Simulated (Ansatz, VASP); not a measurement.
## YTl in VASP and in Ansatz

File INCAR:

```
PREC = Accurate
ENCUT = 520
EDIFF = 1E-8
ISMEAR = -1
SIGMA = 0.08
LREAL = F
LASPH = T
NELM = 80
ALGO = Normal
ISIF = 2
LWAVE = F
LCHARG = F
GGA = CA
LEFG = T
NBANDS = 19
```

File KPOINTS:

```
Automatic mesh
0
Gamma
  11 11 11
```

Contents of POSCAR:

```
YTl
1.0
    3.8245676969      0.0000000000      0.0000000000
    0.0000000000      3.8245676969      0.0000000000
    0.0000000000      0.0000000000      3.8245676969
Y Tl
1 1
Direct
    0.5000000000      0.5000000000      0.5000000000
    0.0000000000      0.0000000000      0.0000000000
```

Input for Ansatz:

```yaml
crystal:
  lattice:
    - [3.8245676969, 0.0, 0.0]
    - [0.0, 3.8245676969, 0.0]
    - [0.0, 0.0, 3.8245676969]
  atoms:
    - { symbol: "Y", position: [0.5, 0.5, 0.5] }
    - { symbol: Tl, position: [0.0, 0.0, 0.0] }
kpoints:
  mp_grid: { grid: [11, 11, 11] }
scf:
  occupations: { method: fermi_dirac, width: 0.08 }
hamiltonian:
  xc: lda
  pseudopotentials: { kind: paw }
output:
  forces: true
  stress: true
  eigenvalues: true
  efg: { contact_densities: true }
  write_density: true
  write_potential: true
  elf: true
  volumetric_format: npy
```

Change from the starting cell: volume scaled by 1.06, PAW files.

Alike in both runs: task electric field gradients; functional LDA; k mesh 11 × 11 × 11; occupations fermi-dirac, width 0.08 eV; no spin polarisation.

|  | VASP | Ansatz |
| --- | --- | --- |
| version | VASP 6.6.1 | Ansatz 0.2.0 |
| potentials or method | VASP PAW LDA potentials, release 64 (Y_sv, Tl_d) | PAW with Ansatz's default frozen-core files, scalar-relativistic |
| plane-wave cutoff (eV) | 520 | 420 |
| valence electrons in the cell | 24 | 24 |

```csv
,VASP,Ansatz,Ansatz less VASP
pressure (GPa),-5.7,-5.8,-0.04
```

LDA's correlation is that of Perdew and Zunger in VASP and of Perdew and Wang (1992) in Ansatz.

Spin-orbit coupling is off throughout.
